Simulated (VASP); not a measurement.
Write the native input for VASP 6.6.1 that does the following.

```yaml
Task: relaxation of the atoms
Functional: PBE
Potentials_or_basis: VASP PAW PBE potentials, release 64 (W_sv, C)
Cutoff: 520 eV
k_mesh: 10 × 10 × 1
Occupations: gaussian, width 0.1 eV
Spin: no spin polarisation
Dipole_correction: yes
Atoms_held_fixed_from_0: "[0, 1, 2]"
Further_INCAR_settings: ALGO = Normal; EDIFF = 1e-07; IBRION = 2; EDIFFG = -0.025; NSW = 36
Atoms_held_along_some_axes_from_0: atom 3 along a and b
```

The structure of W3C lies in POSCAR:

```
W3C
1.0
    2.7571643597      0.0000000000      0.0000000000
   -0.9190547866      2.5994794874      0.0000000000
    0.0000000000      0.0000000000     19.8562161029
W C
3 1
Selective dynamics
Direct
    0.5000000000      0.5000000000      0.2014482507  F F F
    0.0000000000      0.0000000000      0.3111437107  F F F
    0.5000000000      0.5000000000      0.4208362792  F F F
    0.5000000000      0.5000000000      0.5406979883  F F T
```

One way to write it, as run:

INCAR

```
SYSTEM = W3C
PREC = Accurate
ENCUT = 520
EDIFF = 1E-7
ISMEAR = 0
SIGMA = 0.1
LREAL = .False.
LASPH = .True.
NELM = 60
ALGO = Normal
ISIF = 2
LWAVE = .False.
LCHARG = .False.
LDIPOL = .True.
IDIPOL = 3
DIPOL = 0.5 0.5 0.369
GGA = PE
IBRION = 2
NSW = 36
EDIFFG = -0.025
```

KPOINTS

```
Automatic mesh
0
Gamma
  10 10 1
  0 0 0
```

Potentials or basis: VASP PAW PBE potentials, release 64 (W_sv, C).

Run with:

```bash
$ cat potpaw_PBE.64/W_sv/POTCAR potpaw_PBE.64/C/POTCAR > POTCAR
$ mpirun -np 1 vasp_std > vasp.out
```

It gave:

The energy gained by relaxing is 215.6 meV/atom and the ionic steps are 8. The band gap on the k mesh is zero (bands 23 and 24 overlap by 1.80 eV).

Caveat: spin-orbit coupling is left out, which moves the levels of the heavy elements.

Run time: 15 min on 1 thread of Intel(R) Xeon(R) Platinum 8488C (Sapphire Rapids), on a shared host, peak memory 0.34 GiB.
